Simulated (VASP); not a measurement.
Here is a VASP 6.6.1 calculation.

Contents of INCAR:

```
  PREC = Accurate
  ENCUT = 520
  EDIFF = 1E-6
  ISMEAR = 0
  SIGMA = 0.1
  LREAL = F
  LASPH = T
  NELM = 100
  ALGO = Fast
  ISIF = 2
  LWAVE = F
  LCHARG = F
  GGA = PS
  NBANDS = 24
```

Contents of KPOINTS:

```
Automatic mesh
0
Gamma
  12 12 8
```

File POSCAR:

```
Al3Cu2
1.0
    4.0133123481      0.0000000000      0.0000000000
   -2.0066561741      3.4756304468      0.0000000000
    0.0000000000      0.0000000000      4.8843015045
Al Cu
3 2
Direct
    0.0000000000      0.0000000000      0.0000000000
    0.3333333333      0.6666666667      0.3524682562
    0.6666666667      0.3333333333      0.6475317438
    0.3333333333      0.6666666667      0.8431277589
    0.6666666667      0.3333333333      0.1568722411
```

Potentials or basis: VASP PAW PBE potentials, release 64 (Al, Cu).

Launch:

```bash
$ cat potpaw_PBE.64/Al/POTCAR potpaw_PBE.64/Cu/POTCAR > POTCAR
$ mpirun -np 1 vasp_std > vasp.out
```

Problem. What does it give for the pressure?

Solution. 6.4 GPa.

Caveat: the PAW data sets were made with another functional, which shifts forces and pressure a little.
